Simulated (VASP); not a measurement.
# Br (Cmce) in VASP: single point with PBE+D3(BJ)

Aim: the single point of Br with PBE+D3(BJ).

All numbers are computed with VASP 6.6.1; they aren't measurements. Logs are shortened: lines on timing, memory, paths and dates and some standing lists are left out, and cuts for length are marked.

## (1) The cell of the first run

The structure is orthorhombic, space group Cmce (No. 64). Conventional cell: a = 6.994 Å, b = 4.147 Å, c = 8.575 Å, α = 90.00°, β = 90.00°, γ = 90.00°. Br (site symmetry m) has 3 Br at 2.40 to 3.06 Å within 3.2 Å.

## (2) Single point, PBE+D3(BJ)

File POSCAR:

```
Br
1.0
    3.4968262690     -2.0736279842      0.0000000000
    3.4968262690      2.0736279842      0.0000000000
    0.0000000000      0.0000000000      8.5752373927
Br
4
Direct
    0.8487824555      0.1512175445      0.1190908492
    0.6512175445      0.3487824555      0.6190908492
    0.1512175445      0.8487824555      0.8809091508
    0.3487824555      0.6512175445      0.3809091508
```

File INCAR.step1:

```
PREC = Accurate
ENCUT = 520
EDIFF = 1E-6
ISMEAR = 0
SIGMA = 0.02
LREAL = False
LASPH = True
NELM = 60
ALGO = Normal
ISIF = 2
LWAVE = False
LCHARG = True
GGA = PE
IVDW = 12
NBANDS = 22
```

File KPOINTS.step1:

```
regular mesh
0
Gamma
  8 8 4
```

File INCAR.step2:

```
PREC = Accurate
ENCUT = 520
EDIFF = 1E-6
ISMEAR = -5
SIGMA = 0.02
LREAL = False
LASPH = True
NELM = 60
ALGO = Normal
ISIF = 2
LWAVE = False
LCHARG = False
GGA = PE
IVDW = 12
LORBIT = 11
NEDOS = 1001
ICHARG = 11
```

File KPOINTS.step2:

```
regular mesh
0
Gamma
  12 12 6
```

Potentials or basis: VASP PAW PBE potentials, release 64 (Br).

Started as:

```bash
cat potpaw_PBE.64/Br/POTCAR > POTCAR
cp INCAR.step1 INCAR
cp KPOINTS.step1 KPOINTS
mpirun -np 1 vasp_std > vasp.out
cp INCAR.step2 INCAR
cp KPOINTS.step2 KPOINTS
mpirun -np 1 vasp_std > vasp.out
```

OUTCAR:

```text
PREC = Accurate
   ENCUT = 520
   EDIFF = 1E-6
   ISMEAR = -5
   LREAL = False
   LASPH = True
   NELM = 60
   ISIF = 2
   GGA = PE
   IVDW = 12
   LORBIT = 11
   ICHARG = 11
 IVDW          = 12

 ion  position               nearest neighbor table
   1  0.849  0.151  0.119-   3 2.40
   2  0.651  0.349  0.619-   4 2.40
   3  0.151  0.849  0.881-   1 2.40
   4  0.349  0.651  0.381-   2 2.40

  LATTYP: Found a base centered orthorhombic cell.
 ALAT       =     4.1472559684
 B/A-ratio  =     1.6863325031
 C/A-ratio  =     2.0676894453

  Lattice vectors:

 A1 = (  -3.4968262690,  -2.0736279842,   0.0000000000)
 A2 = (   3.4968262690,  -2.0736279842,   0.0000000000)
 A3 = (   0.0000000000,   0.0000000000,   8.5752373927)

Analysis of symmetry for initial positions (statically):
=====================================================================
 Subroutine PRICEL returns:
 Original cell was already a primitive cell.

 Routine SETGRP: Setting up the symmetry group for a
 base centered orthorhombic supercell.

 Subroutine GETGRP returns: Found  8 space group operations
 (whereof  4 operations were pure point group operations)
 out of a pool of  8 trial point group operations.

The static configuration has the point symmetry C_2h.
 The point group associated with its full space group is D_2h.

Analysis of symmetry for dynamics (positions and initial velocities):
=====================================================================
 Subroutine PRICEL returns:
 Original cell was already a primitive cell.

 Routine SETGRP: Setting up the symmetry group for a
 base centered orthorhombic supercell.

 Subroutine GETGRP returns: Found  8 space group operations
 (whereof  4 operations were pure point group operations)
 out of a pool of  8 trial point group operations.

The dynamic configuration has the point symmetry C_2h.
 The point group associated with its full space group is D_2h.

 Subroutine INISYM returns: Found  8 space group operations
 (whereof  4 operations are pure point group operations),
 and found     1 'primitive' translations

----------------------------------------------------------------------------------------

                                     Primitive cell

  volume of cell :     124.3601

  direct lattice vectors                    reciprocal lattice vectors
     3.496826269 -2.073627984  0.000000000     0.142986800 -0.241123289  0.000000000
     3.496826269  2.073627984  0.000000000     0.142986800  0.241123289  0.000000000
     0.000000000  0.000000000  8.575237393     0.000000000  0.000000000  0.116614847

  length of vectors
     4.065430724  4.065430724  8.575237393     0.280331350  0.280331350  0.116614847

  position of ions in fractional coordinates (direct lattice)
     0.848782456  0.151217544  0.119090849
     0.651217544  0.348782456  0.619090849
     0.151217544  0.848782456  0.880909151
     0.348782456  0.651217544  0.380909151

  ion indices of the primitive-cell ions
   primitive index   ion index
                 1           1
                 2           2
                 3           3
                 4           4

----------------------------------------------------------------------------------------

 KPOINTS: regular mesh

Automatic generation of k-mesh.
 Grid dimensions read from file:
 generate k-points for:   12   12    6

 Generating k-lattice:

  Cartesian coordinates                     Fractional coordinates (reciprocal lattice)
     0.011915567 -0.020093607  0.000000000     0.083333333  0.000000000  0.000000000
     0.011915567  0.020093607  0.000000000     0.000000000  0.083333333  0.000000000
     0.000000000  0.000000000  0.019435808     0.000000000  0.000000000  0.166666667

  Length of vectors
     0.023360946  0.023360946  0.019435808

  Shift w.r.t. Gamma in fractional coordinates (k-lattice)
     0.000000000  0.000000000  0.000000000

 TETIRR: Found   1296 inequivalent tetrahedra from     5184

 Subroutine IBZKPT returns following result:
 ===========================================

 Found    172 irreducible k-points:

 Following reciprocal coordinates:
            Coordinates               Weight
  0.000000  0.000000  0.000000      1.000000
  0.083333 -0.000000  0.000000      4.000000
  0.166667 -0.000000  0.000000      4.000000
  0.250000  0.000000  0.000000      4.000000
  0.333333  0.000000  0.000000      4.000000
  0.416667  0.000000  0.000000      4.000000
[... 16 lines left out ...]
  0.500000  0.166667  0.000000      4.000000
 -0.416667  0.166667  0.000000      4.000000
 [... further k-points ...]
   k-points           NKPTS =    172   k-points in BZ     NKDIM =    172   number of bands    NBANDS=     18
   number of dos      NEDOS =   1001   number of ions     NIONS =      4
   total plane-waves  NPLWV =  57600
   dimension x,y,z NGX =    30 NGY =   30 NGZ =   64
   dimension x,y,z NGXF=    60 NGYF=   60 NGZF=  128
   ions per type =               4
   NGX,Y,Z   is equivalent  to a cutoff of  12.27, 12.27, 12.41 a.u.
   NGXF,Y,Z  is equivalent  to a cutoff of  24.54, 24.54, 24.82 a.u.
 SYSTEM =  unknown system
   PREC   = accura    normal or accurate (medium, high low for compatibility)
   ISTART =      0    job   : 0-new  1-cont  2-samecut
   ICHARG =     11    charge: 1-file 2-atom 10-const
   ISPIN  =      1    spin polarized calculation?
   LNONCOLLINEAR =      F non collinear calculations
   LSORBIT =      F    spin-orbit coupling
   LASPH  =      T    aspherical Exc in radial PAW
   ENCUT  =  520.0 eV  38.22 Ry    6.18 a.u.   7.56  7.56 15.94*2*pi/ulx,y,z
   NELM   =     60;   NELMIN=  2; NELMDL=  0     # of ELM steps
   EDIFF  = 0.1E-05   stopping-criterion for ELM
   LREAL  =      F    real-space projection
   EDIFFG = 0.1E-04   stopping-criterion for IOM
   NSW    =      0    number of steps for IOM
   IBRION =     -1    ionic relax: 0-MD 1-quasi-New 2-CG
   NFREE  =      0    steps in history (QN), initial steepest desc. (CG)
   ISIF   =      2    stress and relaxation
   ISYM   =      2    0-nonsym 1-usesym 2-fastsym
   POTIM  = 0.5000    time-step for ionic-motion
   TEBEG  =    0.0;   TEEND  =   0.0 temperature during run
   PSTRESS=    0.0 pullay stress
   NELECT =      28.0000    total number of electrons
   NUPDOWN=      -1.0000    fix difference up-down
   EMIN   =  10.00;   EMAX   =-10.00  energy-range for DOS
   EFERMI =   0.00;   METHOD = LEGACY
   ISMEAR =    -5;   SIGMA  =   0.02  broadening in eV -4-tet -1-fermi 0-gaus
   EFERMI_NEDOS =   21; number of points for ismear=-14 and -15
   IALGO  =     38    algorithm
   IMIX   =      4    mixing-type and parameters
     AMIX     =   0.40;   BMIX     =  1.00
     AMIX_MAG =   1.60;   BMIX_MAG =  1.00
  volume/ion in A,a.u.               =      31.09       209.81
  Fermi-wavevector in a.u.,A,eV,Ry     =   0.995941  1.882057 13.495611  0.991899
  Thomas-Fermi vector in A             =   2.127996
   LORBIT       =     11    0 simple, 1 ext, 2 COOP (PROOUT), +10 PAW based schemes
   GGA     = PE    functional components
   LHFCALC =     F    Hartree Fock is set to
   AEXX    =    0.0000 exact exchange contribution
   IVDW    =    12    specifies the selected vdW correction
   LEPSILON=     F    determine dielectric tensor
   LRPA    =     F    only Hartree local field effects (RPA)
 non-spin polarized calculation
 Fermi weights with tetrahedron method with Bloechl corrections
  energy-cutoff  :      520.00
  volume of cell :      124.36
 maximum number of plane-waves:      3380

 number of electron      27.9999994 magnetization

 Free energy of the ion-electron system (eV)
  ---------------------------------------------------
  ext. energy  EPLUGINS =         0.00000000
  ---------------------------------------------------
  free energy    TOTEN  =        -6.46372937 eV

  energy without entropy =       -6.46372937  energy(sigma->0) =       -6.46372937

 E-fermi :   0.4156     XC(G=0):  -8.2808

 val. band max:        0.4012497494   @ k =   0.0000   0.0000   0.0000
 cond. band min:       1.7151733300   @ k =   0.5000   0.4167   0.0000
 fundamental gap:      1.3139235805
 Fermi energy:         0.4156387082

 k-point     1 :       0.0000    0.0000    0.0000
  band No.  band energies     occupation
      1     -15.5243      2.00000
      2     -14.8434      2.00000
      3     -13.4013      2.00000
      4     -12.1593      2.00000
      5      -4.7212      2.00000
      6      -3.1999      2.00000
[... 10 lines left out ...]
     17       6.3379      0.00000
     18       7.1726      0.00000

 k-point     2 :       0.0833   -0.0000    0.0000
  band No.  band energies     occupation
      1     -15.4982      2.00000
      2     -14.8363      2.00000
      3     -13.3813      2.00000
      4     -12.1846      2.00000
      5      -4.7193      2.00000
      6      -3.2735      2.00000
[... 10 lines left out ...]
     17       6.5222      0.00000
     18       7.2727      0.00000

 k-point     3 :       0.1667   -0.0000    0.0000
  band No.  band energies     occupation
      1     -15.4233      2.00000
      2     -14.8189      2.00000
      3     -13.3234      2.00000
      4     -12.2584      2.00000
      5      -4.7232      2.00000
      6      -3.5097      2.00000
[... 10 lines left out ...]
     17       6.9904      0.00000
     18       7.6686      0.00000

 k-point     4 :       0.2500    0.0000    0.0000
  band No.  band energies     occupation
      1     -15.3092      2.00000
      2     -14.8027      2.00000
      3     -13.2331      2.00000
      4     -12.3736      2.00000
      5      -4.7511      2.00000
      6      -3.8754      2.00000
[... 10 lines left out ...]
     17       7.4680      0.00000
     18       7.8549      0.00000

 k-point     5 :       0.3333    0.0000    0.0000
  band No.  band energies     occupation
      1     -15.1723      2.00000
      2     -14.8039      2.00000
      3     -13.1176      2.00000
      4     -12.5181      2.00000
      5      -4.7975      2.00000
      6      -4.2560      2.00000
[... 10 lines left out ...]
     17       7.4879      0.00000
     18       7.5872      0.00000

 k-point     6 :       0.4167    0.0000    0.0000
  band No.  band energies     occupation
      1     -15.0341      2.00000
      2     -14.8392      2.00000
      3     -12.9832      2.00000
      4     -12.6765      2.00000
      5      -4.8157      2.00000
      6      -4.5605      2.00000
[... 307 lines left out ...]
 k-point    21 :       0.3333    0.1667    0.0000
  band No.  band energies     occupation
      1     -15.3331      2.00000
      2     -14.7617      2.00000
      3     -13.2465      2.00000
      4     -12.2541      2.00000
      5      -4.6593      2.00000
      6      -3.6056      2.00000
[... 10 lines left out ...]
     17       7.9790      0.00000
     18       8.2758      0.00000

 k-point    22 :       0.4167    0.1667    0.0000
  band No.  band energies     occupation
      1     -15.2189      2.00000
      2     -14.7545      2.00000
      3     -13.1553      2.00000
      4     -12.3801      2.00000
      5      -4.6976      2.00000
      6      -3.9780      2.00000
[... 10 lines left out ...]
     17       8.0789      0.00000
     18       8.2555      0.00000

 k-point    23 :       0.5000    0.1667    0.0000
  band No.  band energies     occupation
      1     -15.0952      2.00000
      2     -14.7767      2.00000
      3     -13.0476      2.00000
      4     -12.5374      2.00000
      5      -4.7466      2.00000
      6      -4.3411      2.00000
[... 10 lines left out ...]
     17       7.9010      0.00000
     18       8.0681      0.00000

 k-point    24 :      -0.4167    0.1667    0.0000
  band No.  band energies     occupation
      1     -14.9812      2.00000
      2     -14.8393      2.00000
      3     -12.9271      2.00000
      4     -12.7070      2.00000
      5      -4.7525      2.00000
      6      -4.6148      2.00000
[... 10 lines left out ...]
     17       7.8513      0.00000
     18       8.0122      0.00000

 [... further k-points ...]

------------------------ aborting loop because EDIFF is reached ----------------------------------------

 Edisp (eV)   -0.92645

 E8    (eV) :    -0.3669

  FORCE on cell =-STRESS in cart. coord.  units (eV):
  Direction    XX          YY          ZZ          XY          YZ          ZX
  --------------------------------------------------------------------------------------
  -------------------------------------------------------------------------------------
  Total      -0.01365     0.01228     0.03316     0.00000     0.00000     0.00000
  in kB      -0.17592     0.15815     0.42716     0.00000     0.00000     0.00000
  external pressure =        0.14 kB  Pullay stress =        0.00 kB

 VOLUME and BASIS-vectors are now :
 -----------------------------------------------------------------------------
  energy-cutoff  :      520.00
  volume of cell :      124.36
      direct lattice vectors                 reciprocal lattice vectors
     3.496826269 -2.073627984  0.000000000     0.142986800 -0.241123289  0.000000000
     3.496826269  2.073627984  0.000000000     0.142986800  0.241123289  0.000000000
     0.000000000  0.000000000  8.575237393     0.000000000  0.000000000  0.116614847

 POSITION                                       TOTAL-FORCE (eV/Angst)
 -----------------------------------------------------------------------------------
      3.49683     -1.44649      1.02123         0.000000      0.002076      0.008040
      3.49683     -0.62714      5.30885         0.000000     -0.002076      0.008040
      3.49683      1.44649      7.55401         0.000000     -0.002076     -0.008040
      3.49683      0.62714      3.26639         0.000000      0.002076     -0.008040
 -----------------------------------------------------------------------------------
    total drift:                               -0.000000      0.000000      0.000000

  FREE ENERGIE OF THE ION-ELECTRON SYSTEM (eV)
  ---------------------------------------------------
  free  energy   TOTEN  =        -7.3901833567 eV

  energy  without entropy=       -7.3901833567  energy(sigma->0) =       -7.39018336

 total charge

# of ion       s       p       d       tot
------------------------------------------
    1        1.643   3.068   0.035   4.746
    2        1.643   3.068   0.035   4.746
    3        1.643   3.068   0.035   4.746
    4        1.643   3.068   0.035   4.746
--------------------------------------------------
tot          6.570  12.272   0.140  18.982
```

It took 6.2 min on 1 thread of Oxide Virtual Turin-like, shared host; peak memory 0.39 GiB.

Results:

```
Valence electrons inside the program's atomic spheres : Br 4.75
Dispersion energy per atom                            : -0.232 eV
```
